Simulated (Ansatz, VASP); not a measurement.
**One calculation of MgB3, two programs**

```
CELL_PARAMETERS angstrom
5.13290 0.00000 0.00000
-2.56645 4.44522 0.00000
0.00000 0.00000 3.28562
ATOMIC_POSITIONS crystal
Mg 0.33333 0.66667 0.75000
Mg 0.66667 0.33333 0.25000
B 0.88553 0.77107 0.75000
B 0.11447 0.22893 0.25000
B 0.22893 0.11447 0.75000
B 0.77107 0.88553 0.25000
B 0.11447 0.88553 0.25000
B 0.88553 0.11447 0.75000
```

Alike in both runs: task relaxation of cell and atoms; functional PBE; k mesh 12 × 12 × 12; occupations gaussian, width 0.1 eV; no spin polarisation.

```csv
,VASP,Ansatz
version,VASP 6.6.1,Ansatz 0.2.0
potentials or method,"VASP PAW PBE potentials, release 64 (Mg, B), cutoff 600 eV","scalar-relativistic, plane waves, PAW"
valence electrons in the cell,22,38
```

Ansatz gave:

```
gap on the k mesh at the Fermi level, each at its own relaxed structure (eV) : none
relaxed volume (Å³/atom)                                                     : 9.38
relaxed cell length with the largest relative difference (Å)                 : 5.129
```

Q: Estimate VASP's values.

A: gap on the k mesh at the Fermi level, each at its own relaxed structure (eV): none; relaxed volume (Å³/atom): 9.36; relaxed cell length with the largest relative difference (Å): 5.124.

A gap of «none» marks a metal or a gap that the smearing closes. VASP's potentials hold 22 valence electrons a cell and Ansatz's 38, so a difference there can come from the potentials and not from the codes.
